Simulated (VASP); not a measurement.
# Ti3N3O in VASP: single point with PBE

Aim: the single point of Ti3N3O with PBE.

Program: VASP 6.6.1. These are calculated values, not measurements. Logs are shortened: lines on timing, memory, paths and dates and some standing lists are left out, and cuts for length are marked.

**1. The cell of the first run**

The cell holds a slab with vacuum, 7 atoms: a = 3.003 Å, b = 3.003 Å, c = 21.554 Å, α = 90.00°, β = 90.00°, γ = 120.00°.

**2. Single point, PBE**

INCAR reads:

```
PREC     = Accurate       # precision mode
ENCUT    = 520            # plane-wave cutoff, eV
EDIFF    = 1E-6           # SCF threshold, eV
ISMEAR   = 0              # smearing method
SIGMA    = 0.1            # smearing width, eV
LREAL    = F              # projectors in reciprocal space
LASPH    = T              # aspherical terms in the spheres
NELM     = 100            # most SCF steps
ALGO     = Normal         # electronic algorithm
ISIF     = 2              # what is computed and relaxed
LWAVE    = F              # write WAVECAR
LCHARG   = T              # write CHGCAR
LDIPOL   = T            
IDIPOL   = 3            
DIPOL    = 0.5 0.5 0.358
GGA      = PE             # functional
LELF     = T              # ELF
LVHAR    = T            
LVACPOTAV= T            
NBANDS   = 38             # bands
```

KPOINTS reads:

```
regular mesh
0
Gamma
  9 9 1
```

POSCAR reads:

```
Ti3N3O
1.0
    3.0028555065      0.0000000000      0.0000000000
   -1.5014277533      2.6005491526      0.0000000000
    0.0000000000      0.0000000000     21.5541471922
N Ti O
3 3 1
Direct
    0.3333333333      0.6666666667      0.1855791354
    0.0000000000      0.0000000000      0.2993308525
    0.6666666667      0.3333333333      0.4147299352
    0.6666666667      0.3333333333      0.2424549940
    0.3333333333      0.6666666667      0.3575097830
    0.1582792895     -0.0815794795      0.4806510504
    0.0000000000      0.3333333333      0.5269532086
```

Potentials or basis: VASP PAW PBE potentials, release 64 (N, Ti_sv, O).

Command:

```bash
$ cat potpaw_PBE.64/N/POTCAR potpaw_PBE.64/Ti_sv/POTCAR potpaw_PBE.64/O/POTCAR > POTCAR
$ mpirun -np 1 vasp_std > vasp.out
```

OUTCAR:

```text
PREC = Accurate
   ENCUT = 520
   EDIFF = 1E-6
   ISMEAR = 0
   LREAL = F
   LASPH = T
   NELM = 100
   ISIF = 2
   GGA = PE

 ion  position               nearest neighbor table
   1  0.333  0.667  0.186-   4 2.12   4 2.12   4 2.12
   2  0.000  0.000  0.299-   4 2.12   4 2.12   4 2.12   5 2.14   5 2.14   5 2.14
   3  0.667  0.333  0.415-   6 2.00   5 2.13   5 2.13   5 2.13   6 2.17
   4  0.667  0.333  0.242-   2 2.12   2 2.12   2 2.12   1 2.12   1 2.12   1 2.12
   5  0.333  0.667  0.358-   3 2.13   3 2.13   3 2.13   2 2.14   2 2.14   2 2.14   6 2.88
   6  0.158  0.918  0.481-   7 1.83   7 1.86   3 2.00   3 2.17   7 2.41   5 2.88
   7  0.000  0.333  0.527-   6 1.83   6 1.86   6 2.41

  LATTYP: Found a hexagonal cell.
 ALAT       =     3.0028555065
 C/A-ratio  =     7.1778835663

  Lattice vectors:

 A1 = (   3.0028555065,   0.0000000000,   0.0000000000)
 A2 = (  -1.5014277533,   2.6005491526,   0.0000000000)
 A3 = (   0.0000000000,   0.0000000000,  21.5541471922)

Analysis of symmetry for initial positions (statically):
=====================================================================
 Subroutine PRICEL returns:
 Original cell was already a primitive cell.

 Routine SETGRP: Setting up the symmetry group for a
 hexagonal supercell.

 Subroutine GETGRP returns: Found  1 space group operations
 (whereof  1 operations were pure point group operations)
 out of a pool of 24 trial point group operations.

The static configuration has the point symmetry C_1 .

Analysis of symmetry for dynamics (positions and initial velocities):
=====================================================================
 Subroutine PRICEL returns:
 Original cell was already a primitive cell.

 Routine SETGRP: Setting up the symmetry group for a
 hexagonal supercell.

 Subroutine GETGRP returns: Found  1 space group operations
 (whereof  1 operations were pure point group operations)
 out of a pool of 24 trial point group operations.

The dynamic configuration has the point symmetry C_1 .

 Subroutine INISYM returns: Found  1 space group operations
 (whereof  1 operations are pure point group operations),
 and found     1 'primitive' translations

----------------------------------------------------------------------------------------

                                     Primitive cell

  volume of cell :     168.3179

[... 105 lines left out ...]
   ISYM   =      2    0-nonsym 1-usesym 2-fastsym
   POTIM  = 0.5000    time-step for ionic-motion
   TEBEG  =    0.0;   TEEND  =   0.0 temperature during run
   PSTRESS=    0.0 pullay stress
   NELECT =      57.0000    total number of electrons
   NUPDOWN=      -1.0000    fix difference up-down
   EMIN   =  10.00;   EMAX   =-10.00  energy-range for DOS
   EFERMI =   0.00;   METHOD = LEGACY
   ISMEAR =     0;   SIGMA  =   0.10  broadening in eV -4-tet -1-fermi 0-gaus
   EFERMI_NEDOS =   21; number of points for ismear=-14 and -15
   IALGO  =     38    algorithm
   IMIX   =      4    mixing-type and parameters
     AMIX     =   0.40;   BMIX     =  1.00
     AMIX_MAG =   1.60;   BMIX_MAG =  1.00
  volume/ion in A,a.u.               =      24.05       162.27
  Fermi-wavevector in a.u.,A,eV,Ry     =   1.141098  2.156363 17.716214  1.302105
  Thomas-Fermi vector in A             =   2.277799
   LORBIT       =      0    0 simple, 1 ext, 2 COOP (PROOUT), +10 PAW based schemes
   GGA     = PE    functional components
   LHFCALC =     F    Hartree Fock is set to
   AEXX    =    0.0000 exact exchange contribution
   IVDW    =     0    specifies the selected vdW correction
   LEPSILON=     F    determine dielectric tensor
   LRPA    =     F    only Hartree local field effects (RPA)
 non-spin polarized calculation
 Gauss-broadening in eV      SIGMA  =   0.10
  energy-cutoff  :      520.00
  volume of cell :      168.32
 maximum number of plane-waves:      4581
   NGX = 11   NGY = 11   NGZ = 81

 dipolmoment           0.000000      0.000000      0.719854 electrons x Angstroem

 number of electron      57.0000015 magnetization

 dipolmoment           0.000000      0.000000     -0.103054 electrons x Angstroem

 Free energy of the ion-electron system (eV)
  ---------------------------------------------------
  ext. energy  EPLUGINS =         0.00000000
  ---------------------------------------------------
  free energy    TOTEN  =       -63.49830836 eV

  energy without entropy =      -63.48660962  energy(sigma->0) =      -63.49245899

 E-fermi :  -0.3999     XC(G=0):  -5.7461

 val. band max:       -0.4066319122   @ k =   0.0000   0.0000   0.0000
 cond. band min:      -0.3984634088   @ k =   0.0000   0.1111   0.0000
 fundamental gap:      0.0081685034
 Fermi energy:        -0.3999044809

 k-point     1 :       0.0000    0.0000    0.0000
  band No.  band energies     occupation
      1     -58.3476      2.00000
      2     -58.1534      2.00000
      3     -56.9981      2.00000
      4     -34.7530      2.00000
      5     -34.5329      2.00000
      6     -34.4097      2.00000
[... 973 lines left out ...]
     37       2.6374      0.00000
     38       2.8697      0.00000

 [... further k-points ...]

------------------------ aborting loop because EDIFF is reached ----------------------------------------

  FORCE on cell =-STRESS in cart. coord.  units (eV):
  Direction    XX          YY          ZZ          XY          YZ          ZX
  --------------------------------------------------------------------------------------
  -------------------------------------------------------------------------------------
  Total        0.2146749     -0.9365483     -4.3175962     -2.0124251     -0.5723486     -1.4419121
  in kB        2.0434381     -8.9147757    -41.0981489    -19.1557858     -5.4480476    -13.7252108
  external PRESSURE =     -15.9898288 kB  Pullay stress =       0.0000000 kB

 VOLUME and BASIS-vectors are now :
 -----------------------------------------------------------------------------
  energy-cutoff  :      520.00
  volume of cell :      168.32
      direct lattice vectors                 reciprocal lattice vectors
     3.002855506  0.000000000  0.000000000     0.333016357  0.192267083  0.000000000
    -1.501427753  2.600549153  0.000000000     0.000000000  0.384534166  0.000000000
     0.000000000  0.000000000 21.554147192     0.000000000  0.000000000  0.046394784

 POSITION                                       TOTAL-FORCE (eV/Angst)
 -----------------------------------------------------------------------------------
     -0.00000      1.73370      4.00000         0.057874     -0.001081      4.297434
      0.00000      0.00000      6.45182         0.126091     -0.012704      1.481065
      1.50143      0.86685      8.93915         0.694180      0.328001     -0.128050
      1.50143      0.86685      5.22591         0.003034      0.011708     -5.475000
     -0.00000      1.73370      7.70582        -0.365906     -0.063904     -0.190577
     -0.90365      2.38840     10.36002         0.036093      0.010660     -0.059920
     -0.50048      0.86685     11.35803        -0.551367     -0.272679      0.075048
 -----------------------------------------------------------------------------------
    total drift:                                0.000033      0.000005     -0.000494

  FREE ENERGIE OF THE ION-ELECTRON SYSTEM (eV)
  ---------------------------------------------------
  free  energy   TOTEN  =       -63.4983083588 eV

  energy  without entropy=      -63.4866096160  energy(sigma->0) =      -63.49245899

 vacuum level on the upper side and lower side of the slab         5.335         7.724
```

It took 3.7 min on 1 thread of Intel Xeon 6975P-C (Granite Rapids), shared host; peak memory 0.43 GiB.

Results:

```
Free energy            : -63.4983 eV
Largest force          : 5.475 eV/Å
Band gap on the k mesh : zero (an odd number of electrons rules out a gap without spin polarisation)
```

Forces in eV/Å, atoms in the order of the input:
```
N    0.058 -0.001  4.297
N    0.126 -0.013  1.481
N    0.694  0.328 -0.128
Ti   0.003  0.012 -5.475
Ti  -0.366 -0.064 -0.191
Ti   0.036  0.011 -0.060
O   -0.551 -0.273  0.075
```

Caveat: an odd number of electrons without spin polarisation forces a metal; a magnetic or distorted state may lie lower.
